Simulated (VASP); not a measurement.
Crystal: Mo.

```
CELL_PARAMETERS angstrom
-1.57342 1.57342 1.57342
1.57342 -1.57342 1.57342
1.57342 1.57342 -1.57342
ATOMIC_POSITIONS crystal
Mo 0.00000 0.00000 0.00000
```

Base run:

```yaml
Program: VASP 6.6.1
Functional: PBE
Potentials_or_basis: VASP PAW PBE potentials, release 64 (Mo_sv)
Cutoff: 520 eV
k_mesh: 17 × 17 × 17
Occupations: fermi-dirac, width 0.05 eV
Spin: collinear spin, ferromagnetic start
Starting_moments: "[0.1] μB"
Fixed_moment: 0.1 μB
```

Its results: pressure 4.3 GPa; site moments Mo +0.08 μB.

**Question.** The run is repeated on the same cell with these changes: fixed moment from 0.1 μB to 0.5 μB; moments at the start from [0.1] to [0.5]. What comes out?

**Answer.** Pressure 5.4 GPa; site moments Mo +0.41 μB.

Caveats: the total moment is fixed, so each spin has its own Fermi level.
